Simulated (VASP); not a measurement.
# AgCl (Fm-3m) in VASP: settings compared

AgCl is run at these levels: PBE, PBEsol; tasks: single point.

Program: VASP 6.6.1. These are calculated values, not measurements. Logs are shortened: lines on timing, memory, paths and dates and some standing lists are left out, and cuts for length are marked.

**1. The cell of the first run**

It takes space group Fm-3m (No. 225, cubic). Conventional cell: a = 5.546 Å, b = 5.546 Å, c = 5.546 Å, α = 90.00°, β = 90.00°, γ = 90.00°. Within 3.7 Å of Ag (site symmetry m-3m) lie 6 Cl at 2.77 Å. Cl (site symmetry m-3m) has 6 Ag at 2.77 Å within 3.7 Å.

**2. Single point, PBE**

INCAR

```
SYSTEM = AgCl
ALGO = Normal
EDIFF = 1E-6
ENCUT = 500
GGA = PE
GGA_COMPAT = .False.
ISIF = 2
ISMEAR = -1
LASPH = .True.
LCHARG = .True.
LELF = .True.
LREAL = .False.
LVHAR = .True.
LWAVE = .False.
NBANDS = 16
NELM = 120
PREC = Accurate
SIGMA = 0.2
```

KPOINTS

```
k-points
0
Gamma
  6 6 6
  0 0 0
```

POSCAR

```
AgCl
1.0
    0.0000000000      2.7731838142      2.7731838142
    2.7731838142      0.0000000000      2.7731838142
    2.7731838142      2.7731838142      0.0000000000
Ag Cl
1 1
Direct
    0.0000000000      0.0000000000      0.0000000000
    0.5000000000      0.5000000000      0.5000000000
```

Potentials or basis: VASP PAW PBE potentials, release 64 (Ag, Cl).

The run is started by

```bash
$ cat potpaw_PBE.64/Ag/POTCAR potpaw_PBE.64/Cl/POTCAR > POTCAR
$ mpirun -np 1 vasp_std > vasp.out
```

OUTCAR:

```text
SYSTEM = AgCl
   EDIFF = 1E-6
   ENCUT = 500
   GGA = PE
   ISIF = 2
   ISMEAR = -1
   LASPH = .True.
   LREAL = .False.
   NELM = 120
   PREC = Accurate

 ion  position               nearest neighbor table
   1  0.000  0.000  0.000-   2 2.77   2 2.77   2 2.77   2 2.77   2 2.77   2 2.77
   2  0.500  0.500  0.500-   1 2.77   1 2.77   1 2.77   1 2.77   1 2.77   1 2.77

  LATTYP: Found a face centered cubic cell.
 ALAT       =     5.5463676284

  Lattice vectors:

 A1 = (   0.0000000000,   2.7731838142,   2.7731838142)
 A2 = (   2.7731838142,   0.0000000000,   2.7731838142)
 A3 = (   2.7731838142,   2.7731838142,   0.0000000000)

Analysis of symmetry for initial positions (statically):
=====================================================================
 Subroutine PRICEL returns:
 Original cell was already a primitive cell.

 Routine SETGRP: Setting up the symmetry group for a
 face centered cubic supercell.

 Subroutine GETGRP returns: Found 48 space group operations
 (whereof 48 operations were pure point group operations)
 out of a pool of 48 trial point group operations.

The static configuration has the point symmetry O_h .

Analysis of symmetry for dynamics (positions and initial velocities):
=====================================================================
 Subroutine PRICEL returns:
 Original cell was already a primitive cell.

 Routine SETGRP: Setting up the symmetry group for a
 face centered cubic supercell.

 Subroutine GETGRP returns: Found 48 space group operations
 (whereof 48 operations were pure point group operations)
 out of a pool of 48 trial point group operations.

The dynamic configuration has the point symmetry O_h .

 Subroutine INISYM returns: Found 48 space group operations
 (whereof 48 operations are pure point group operations),
 and found     1 'primitive' translations

----------------------------------------------------------------------------------------

                                     Primitive cell

  volume of cell :      42.6546

  direct lattice vectors                    reciprocal lattice vectors
     0.000000000  2.773183814  2.773183814    -0.180298182  0.180298182  0.180298182
     2.773183814  0.000000000  2.773183814     0.180298182 -0.180298182  0.180298182
     2.773183814  2.773183814  0.000000000     0.180298182  0.180298182 -0.180298182

  length of vectors
     3.921874161  3.921874161  3.921874161     0.312285612  0.312285612  0.312285612

  position of ions in fractional coordinates (direct lattice)
     0.000000000  0.000000000  0.000000000
     0.500000000  0.500000000  0.500000000

  ion indices of the primitive-cell ions
   primitive index   ion index
                 1           1
                 2           2

----------------------------------------------------------------------------------------

 KPOINTS: k-points

Automatic generation of k-mesh.
 Grid dimensions read from file:
 generate k-points for:    6    6    6

 Generating k-lattice:

  Cartesian coordinates                     Fractional coordinates (reciprocal lattice)
    -0.030049697  0.030049697  0.030049697     0.166666667  0.000000000  0.000000000
     0.030049697 -0.030049697  0.030049697     0.000000000  0.166666667  0.000000000
     0.030049697  0.030049697 -0.030049697     0.000000000  0.000000000  0.166666667

  Length of vectors
     0.052047602  0.052047602  0.052047602

  Shift w.r.t. Gamma in fractional coordinates (k-lattice)
     0.000000000  0.000000000  0.000000000

 Subroutine IBZKPT returns following result:
 ===========================================

 Found     16 irreducible k-points:

 Following reciprocal coordinates:
            Coordinates               Weight
  0.000000  0.000000  0.000000      1.000000
  0.166667  0.000000  0.000000      8.000000
  0.333333  0.000000  0.000000      8.000000
  0.500000  0.000000  0.000000      4.000000
  0.166667  0.166667  0.000000      6.000000
  0.333333  0.166667  0.000000     24.000000
[... 8 lines left out ...]
 -0.333333  0.333333  0.166667     24.000000
 -0.333333  0.500000  0.166667     12.000000
   k-points           NKPTS =     16   k-points in BZ     NKDIM =     16   number of bands    NBANDS=     16
   number of dos      NEDOS =    301   number of ions     NIONS =      2
   total plane-waves  NPLWV =  27000
   dimension x,y,z NGX =    30 NGY =   30 NGZ =   30
   dimension x,y,z NGXF=    60 NGYF=   60 NGZF=   60
   ions per type =               1   1
   NGX,Y,Z   is equivalent  to a cutoff of  12.72, 12.72, 12.72 a.u.
   NGXF,Y,Z  is equivalent  to a cutoff of  25.43, 25.43, 25.43 a.u.
 SYSTEM =  AgCl
   PREC   = accura    normal or accurate (medium, high low for compatibility)
   ISTART =      0    job   : 0-new  1-cont  2-samecut
   ICHARG =      2    charge: 1-file 2-atom 10-const
   ISPIN  =      1    spin polarized calculation?
   LNONCOLLINEAR =      F non collinear calculations
   LSORBIT =      F    spin-orbit coupling
   LASPH  =      T    aspherical Exc in radial PAW
   ENCUT  =  500.0 eV  36.75 Ry    6.06 a.u.   7.15  7.15  7.15*2*pi/ulx,y,z
   NELM   =    120;   NELMIN=  2; NELMDL= -5     # of ELM steps
   EDIFF  = 0.1E-05   stopping-criterion for ELM
   LREAL  =      F    real-space projection
   EDIFFG = 0.1E-04   stopping-criterion for IOM
   NSW    =      0    number of steps for IOM
   IBRION =     -1    ionic relax: 0-MD 1-quasi-New 2-CG
   NFREE  =      0    steps in history (QN), initial steepest desc. (CG)
   ISIF   =      2    stress and relaxation
   ISYM   =      2    0-nonsym 1-usesym 2-fastsym
   POTIM  = 0.5000    time-step for ionic-motion
   TEBEG  =    0.0;   TEEND  =   0.0 temperature during run
   PSTRESS=    0.0 pullay stress
   NELECT =      18.0000    total number of electrons
   NUPDOWN=      -1.0000    fix difference up-down
   EMIN   =  10.00;   EMAX   =-10.00  energy-range for DOS
   EFERMI =   0.00;   METHOD = LEGACY
   ISMEAR =    -1;   SIGMA  =   0.20  broadening in eV -4-tet -1-fermi 0-gaus
   EFERMI_NEDOS =   21; number of points for ismear=-14 and -15
   IALGO  =     38    algorithm
   IMIX   =      4    mixing-type and parameters
     AMIX     =   0.40;   BMIX     =  1.00
     AMIX_MAG =   1.60;   BMIX_MAG =  1.00
  volume/ion in A,a.u.               =      21.33       143.92
  Fermi-wavevector in a.u.,A,eV,Ry     =   1.227940  2.320469 20.515350  1.507836
  Thomas-Fermi vector in A             =   2.362884
   LORBIT       =      0    0 simple, 1 ext, 2 COOP (PROOUT), +10 PAW based schemes
   GGA     = PE    functional components
   LHFCALC =     F    Hartree Fock is set to
   AEXX    =    0.0000 exact exchange contribution
   IVDW    =     0    specifies the selected vdW correction
   LEPSILON=     F    determine dielectric tensor
   LRPA    =     F    only Hartree local field effects (RPA)
 non-spin polarized calculation
  energy-cutoff  :      500.00
  volume of cell :       42.65
 maximum number of plane-waves:      1106
 NGX is ok and might be reduce to    30
   NGX = 15   NGY = 15   NGZ = 15

 number of electron      18.0000005 magnetization

 Free energy of the ion-electron system (eV)
  ---------------------------------------------------
  ext. energy  EPLUGINS =         0.00000000
  ---------------------------------------------------
  free energy    TOTEN  =        -5.39594637 eV

  energy without entropy =       -5.38884504  energy(sigma->0) =       -5.39239570

 E-fermi :   4.6820     XC(G=0):  -9.9666

 val. band max:        3.8127557004   @ k =   0.5000   0.0000   0.0000
 cond. band min:       4.7238358946   @ k =   0.0000   0.0000   0.0000
 fundamental gap:      0.9110801942
 Fermi energy:         4.6819643155

 k-point     1 :       0.0000    0.0000    0.0000
  band No.  band energies     occupation
      1     -11.3329      2.00000
      2       1.3728      2.00000
      3       1.3728      2.00000
      4       1.3728      2.00000
      5       1.4133      2.00000
      6       1.4133      2.00000
[... 8 lines left out ...]
     15      17.1318      0.00000
     16      17.1318      0.00000

 k-point     2 :       0.1667    0.0000    0.0000
  band No.  band energies     occupation
      1     -11.2299      2.00000
      2       0.3184      2.00000
      3       0.5114      2.00000
      4       0.5114      2.00000
      5       1.4634      2.00000
      6       1.4634      2.00000
[... 8 lines left out ...]
     15      15.7971      0.00000
     16      16.4927      0.00000

 k-point     3 :       0.3333    0.0000    0.0000
  band No.  band energies     occupation
      1     -11.0103      2.00000
      2      -0.9259      2.00000
      3      -0.1197      2.00000
      4      -0.1197      2.00000
      5       1.6444      2.00000
      6       1.6444      2.00000
[... 8 lines left out ...]
     15      16.6500      0.00000
     16      16.6500      0.00000

 k-point     4 :       0.5000    0.0000    0.0000
  band No.  band energies     occupation
      1     -10.8928      2.00000
      2      -1.4231      2.00000
      3      -0.3410      2.00000
      4      -0.3410      2.00000
      5       1.7389      2.00000
      6       1.7389      2.00000
[... 8 lines left out ...]
     15      17.5433      0.00000
     16      17.5433      0.00000

 k-point     5 :       0.1667    0.1667    0.0000
  band No.  band energies     occupation
      1     -11.2021      2.00000
      2      -0.1747      2.00000
      3       0.9047      2.00000
      4       0.9047      2.00000
      5       1.2907      2.00000
      6       1.4599      2.00000
[... 8 lines left out ...]
     15      17.8981      0.00000
     16      18.7230      0.00000

 k-point     6 :       0.3333    0.1667    0.0000
  band No.  band energies     occupation
      1     -11.0355      2.00000
      2      -0.7413      2.00000
      3       0.1755      2.00000
      4       0.3082      2.00000
      5       1.4146      2.00000
      6       1.6728      2.00000
[... 8 lines left out ...]
     15      17.7782      0.00000
     16      18.3986      0.00000

 k-point     7 :       0.5000    0.1667    0.0000
  band No.  band energies     occupation
      1     -10.8893      2.00000
      2      -1.1187      2.00000
      3      -0.3109      2.00000
      4      -0.1805      2.00000
      5       1.6311      2.00000
      6       1.7636      2.00000
[... 8 lines left out ...]
     15      17.8178      0.00000
     16      18.7675      0.00000

 k-point     8 :      -0.3333    0.1667    0.0000
  band No.  band energies     occupation
      1     -10.9201      2.00000
      2      -1.0775      2.00000
      3      -0.2878      2.00000
      4      -0.0827      2.00000
      5       1.6648      2.00000
      6       1.7147      2.00000
[... 8 lines left out ...]
     15      17.9910      0.00000
     16      18.2990      0.00000

 k-point     9 :      -0.1667    0.1667    0.0000
  band No.  band energies     occupation
      1     -11.0938      2.00000
      2      -0.5080      2.00000
      3      -0.0224      2.00000
      4       0.4933      2.00000
      5       1.5111      2.00000
      6       1.6313      2.00000
[... 8 lines left out ...]
     15      17.3397      0.00000
     16      18.2041      0.00000

 k-point    10 :       0.3333    0.3333    0.0000
  band No.  band energies     occupation
      1     -10.9714      2.00000
      2      -0.7709      2.00000
      3       0.7198      2.00000
      4       0.7198      2.00000
      5       1.1283      2.00000
      6       1.5542      2.00000
[... 8 lines left out ...]
     15      18.7027      0.00000
     16      20.1056      0.00000

 k-point    11 :       0.5000    0.3333    0.0000
  band No.  band energies     occupation
      1     -10.8810      2.00000
      2      -0.6140      2.00000
      3       0.0691      2.00000
      4       0.2809      2.00000
      5       1.3620      2.00000
      6       1.8107      2.00000
[... 8 lines left out ...]
     15      18.5054      0.00000
     16      19.2441      0.00000

 k-point    12 :      -0.3333    0.3333    0.0000
  band No.  band energies     occupation
      1     -10.8549      2.00000
      2      -0.7399      2.00000
      3      -0.2431      2.00000
      4      -0.1542      2.00000
      5       1.6273      2.00000
      6       1.7547      2.00000
[... 8 lines left out ...]
     15      16.9037      0.00000
     16      20.0509      0.00000

 k-point    13 :       0.5000    0.5000    0.0000
  band No.  band energies     occupation
      1     -10.8763      2.00000
      2      -0.5057      2.00000
      3       0.7588      2.00000
      4       0.7588      2.00000
      5       1.0481      2.00000
      6       1.6019      2.00000
[... 8 lines left out ...]
     15      18.9840      0.00000
     16      18.9840      0.00000

 k-point    14 :       0.5000    0.3333    0.1667
  band No.  band energies     occupation
      1     -10.9161      2.00000
      2      -0.8442      2.00000
      3      -0.1345      2.00000
      4       0.1809      2.00000
      5       1.5633      2.00000
      6       1.7436      2.00000
[... 8 lines left out ...]
     15      18.3227      0.00000
     16      19.8855      0.00000

 k-point    15 :      -0.3333    0.3333    0.1667
  band No.  band energies     occupation
      1     -10.8549      2.00000
      2      -0.7455      2.00000
      3      -0.2262      2.00000
      4      -0.1751      2.00000
      5       1.6686      2.00000
      6       1.7446      2.00000
[... 8 lines left out ...]
     15      17.3653      0.00000
     16      19.0305      0.00000

 k-point    16 :      -0.3333    0.5000    0.1667
  band No.  band energies     occupation
      1     -10.8507      2.00000
      2      -0.3649      2.00000
      3      -0.1912      2.00000
      4       0.1092      2.00000
      5       1.6410      2.00000
      6       1.8505      2.00000
[... 8 lines left out ...]
     15      18.1263      0.00000
     16      18.9583      0.00000

------------------------ aborting loop because EDIFF is reached ----------------------------------------

  FORCE on cell =-STRESS in cart. coord.  units (eV):
  Direction    XX          YY          ZZ          XY          YZ          ZX
  --------------------------------------------------------------------------------------
  -------------------------------------------------------------------------------------
  Total        0.3937746      0.3937746      0.3937746      0.0000000      0.0000000      0.0000000
  in kB       14.7908228     14.7908228     14.7908228      0.0000000      0.0000000      0.0000000
  external PRESSURE =      14.7908228 kB  Pullay stress =       0.0000000 kB

 VOLUME and BASIS-vectors are now :
 -----------------------------------------------------------------------------
  energy-cutoff  :      500.00
  volume of cell :       42.65
      direct lattice vectors                 reciprocal lattice vectors
     0.000000000  2.773183814  2.773183814    -0.180298182  0.180298182  0.180298182
     2.773183814  0.000000000  2.773183814     0.180298182 -0.180298182  0.180298182
     2.773183814  2.773183814  0.000000000     0.180298182  0.180298182 -0.180298182

 POSITION                                       TOTAL-FORCE (eV/Angst)
 -----------------------------------------------------------------------------------
      0.00000      0.00000      0.00000         0.000000      0.000000      0.000000
      2.77318      2.77318      2.77318        -0.000000      0.000000     -0.000000
 -----------------------------------------------------------------------------------
    total drift:                               -0.000000      0.000000      0.000000

  FREE ENERGIE OF THE ION-ELECTRON SYSTEM (eV)
  ---------------------------------------------------
  free  energy   TOTEN  =        -5.3959463705 eV

  energy  without entropy=       -5.3888450367  energy(sigma->0) =       -5.39239570
```

Run time: 23 s. Hardware: 1 thread of Intel Xeon 8259CL, shared host; peak memory 0.17 GiB.

What came out:

```
Free energy            : -5.3959 eV
Pressure               : 1.5 GPa
Band gap on the k mesh : 0.91 eV, indirect (least direct gap 3.23 eV)
```

Levels at points of the mesh, in eV from the valence-band top:
```tsv
k point	band 7	band 8	band 9	band 10	band 11	band 12
(0.00, 0.00, 0.00)	-2.32	-2.32	-2.32	0.91	10.86	10.86
(0.50, 0.00, 0.00)	-1.76	0.00	0.00	4.25	6.54	7.68
(0.50, 0.50, 0.00)	-1.95	-1.95	-1.87	2.39	8.03	8.64
```

A k mesh can miss the band edges. As with any semilocal functional, this PBE gap is likely too small.

**3. Single point, PBE**

INCAR

```
ALGO = Normal
EDIFF = 1E-6
ENCUT = 500
GGA = PE
GGA_COMPAT = F
ISIF = 2
ISMEAR = -1
LASPH = T
LCHARG = T
LELF = T
LREAL = F
LVHAR = T
LWAVE = F
NBANDS = 16
NELM = 120
PREC = Accurate
SIGMA = 0.001
```

KPOINTS

```
k-points
0
Gamma
  6 6 6
```

POSCAR is that of step 2.

Potentials or basis: VASP PAW PBE potentials, release 64 (Ag, Cl).

The run is started by

```bash
$ cat potpaw_PBE.64/Ag/POTCAR potpaw_PBE.64/Cl/POTCAR > POTCAR
$ mpirun -np 1 vasp_std > vasp.out
```

Wall time 21 s (1 thread of Intel Xeon 8259CL, shared host); peak memory 0.17 GiB.

It converged, with:

* Free energy: -5.3939 eV
* Pressure: 1.5 GPa
* Band gap on the k mesh: 0.91 eV, indirect (least direct gap 3.23 eV)

Levels at points of the mesh, in eV from the valence-band top:
| k point | band 6 | band 7 | band 8 | band 9 | band 10 | band 11 | band 12 | band 13 |
| --- | --- | --- | --- | --- | --- | --- | --- | --- |
| (0.00, 0.00, 0.00) | -2.40 | -2.32 | -2.32 | -2.32 | 0.91 | 10.85 | 10.85 | 10.85 |
| (0.50, 0.00, 0.00) | -2.07 | -1.76 | 0.00 | 0.00 | 4.24 | 6.53 | 7.67 | 7.67 |
| (0.50, 0.50, 0.00) | -2.21 | -1.95 | -1.95 | -1.87 | 2.38 | 8.03 | 8.63 | 11.51 |

A k mesh can miss the band edges. Expect the measured gap to be larger: semilocal functionals such as PBE lack the derivative discontinuity.

**4. Single point, PBEsol**

INCAR

```
PREC = Accurate
ENCUT = 500
EDIFF = 1E-6
ISMEAR = 0
SIGMA = 0.01
LREAL = False
LASPH = True
NELM = 120
ALGO = Normal
ISIF = 2
LWAVE = False
LCHARG = False
GGA = PS
NBANDS = 16
GGA_COMPAT = False
```

KPOINTS

```
regular mesh
0
Gamma
  6 6 6
```

POSCAR is that of step 3.

The run is started by

```bash
$ cat potpaw_PBE.64/Ag/POTCAR potpaw_PBE.64/Cl/POTCAR > POTCAR
$ mpirun -np 1 vasp_std > vasp.out
```

It took 20 s on 1 thread of Intel Xeon 8259CL, shared host; peak memory 0.17 GiB.

Results (log left out):

```yaml
Free_energy: -6.0406 eV
Pressure: -2.7 GPa
Band_gap_on_the_k_mesh: 0.73 eV, indirect (least direct gap 3.06 eV)
```

Levels at points of the mesh, in eV from the valence-band top:
```tsv
k point	band 5	band 6	band 7	band 8	band 9	band 10	band 11	band 12	band 13	band 14
(0.00, 0.00, 0.00)	-2.44	-2.44	-2.33	-2.33	-2.33	0.73	10.74	10.74	10.74	12.08
(0.50, 0.00, 0.00)	-2.10	-2.10	-1.78	0.00	0.00	4.03	6.44	7.53	7.53	13.33
(0.50, 0.50, 0.00)	-2.81	-2.24	-1.98	-1.98	-1.90	2.24	7.85	8.46	11.35	11.35
```

Caveat: the PAW data sets were made with another functional, which shifts forces and pressure a little. A k mesh can miss the band edges.

**5. The runs side by side**

```tsv
level	smearing	gap on the mesh (eV)	pressure (GPa)
PBE	fermi-dirac 0.2 eV	0.91	1.5
PBE	fermi-dirac 0.001 eV	0.91	1.5
PBEsol	gaussian 0.01 eV	0.73	-2.7
```

Alike in all rows: task single point; potentials or basis VASP PAW PBE potentials, release 64 (Ag, Cl); no spin polarisation; cell as given; k mesh 6 × 6 × 6; cutoff (eV) 500.

On the cell as given the gap runs from 0.73 eV (PBEsol) to 0.91 eV (PBE). The pressure there spans -2.7 GPa (PBEsol) to 1.5 GPa (PBE); a positive pressure means that this level wants a larger cell, a negative one a smaller.

Caveats: the PAW data sets were made with another functional, which shifts forces and pressure a little (some runs).

Total energies depend on the potentials used, so only differences within one code and one set of settings carry meaning.
